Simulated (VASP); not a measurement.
Write the native input for VASP 6.6.1 that does the following.

| Property | Result |
| --- | --- |
| Task | single point |
| Functional | r2SCAN |
| Potentials or basis | VASP PAW PBE potentials, release 64 (Al) |
| Cutoff | 520 eV |
| k mesh | 18 × 18 × 10 |
| Occupations | gaussian, width 0.15 eV |
| Spin | no spin polarisation |
| Dipole correction | no |
| Further INCAR settings | ALGO = Normal; EDIFF = 1e-06; NBANDS = 10 |

The system is Al.

```xyz
2
Lattice="2.6015 0.0000 0.0000 -1.3008 2.2530 0.0000 0.0000 0.0000 4.8669" Properties=species:S:1:pos:R:3 pbc="T T T"
Al    1.3008    0.7510    3.6501
Al    0.0000    1.5020    1.2167
```

This cell differs from its parent crystal: strain -0.0750 x Voigt [1, 1, 0, 0, 0, 0].

One way to write it, as run:

POSCAR

```
Al
1.0
    2.6015212001      0.0000000000      0.0000000000
   -1.3007606000      2.2529834478      0.0000000000
    0.0000000000      0.0000000000      4.8668500000
Al
2
Direct
    0.6666666667      0.3333333333      0.7500000000
    0.3333333333      0.6666666667      0.2500000000
```

INCAR.step1

```
PREC = Accurate
ENCUT = 520
ISMEAR = 0
SIGMA = 0.15
LREAL = F
LASPH = T
NELM = 100
NBANDS = 10
GGA = PE
ALGO = Normal
EDIFF = 1E-4
LWAVE = T
LCHARG = F
```

INCAR.step2

```
PREC = Accurate
ENCUT = 520
EDIFF = 1E-6
ISMEAR = 0
SIGMA = 0.15
LREAL = F
LASPH = T
NELM = 100
ALGO = Normal
ISIF = 2
LWAVE = F
LCHARG = T
METAGGA = R2SCAN
LMIXTAU = T
LELF = T
LVHAR = T
NBANDS = 10
ISTART = 1
```

KPOINTS

```
Automatic mesh
0
Gamma
  18 18 10
```

Potentials or basis: VASP PAW PBE potentials, release 64 (Al).

The run is started by

```bash
$ cat potpaw_PBE.64/Al/POTCAR > POTCAR
$ cp INCAR.step1 INCAR
$ mpirun -np 1 vasp_std > vasp.out
$ cp INCAR.step2 INCAR
$ mpirun -np 1 vasp_std > vasp.out
```

Results of the run:

| Quantity | Value |
| --- | --- |
| Pressure | 16.1 GPa |
| Band gap on the k mesh | zero (band 3 reaches 12.86 eV, above the bottom of band 4 at 6.50 eV) |

Caveat: the cell differs from its parent crystal (strain -0.0750 x Voigt [1, 1, 0, 0, 0, 0]); the PAW data sets were made with another functional, which shifts forces and pressure a little.

It took 90 s on 1 thread of Intel(R) Xeon(R) Platinum 8488C (Sapphire Rapids), with other jobs on the host, peak memory 0.18 GiB.
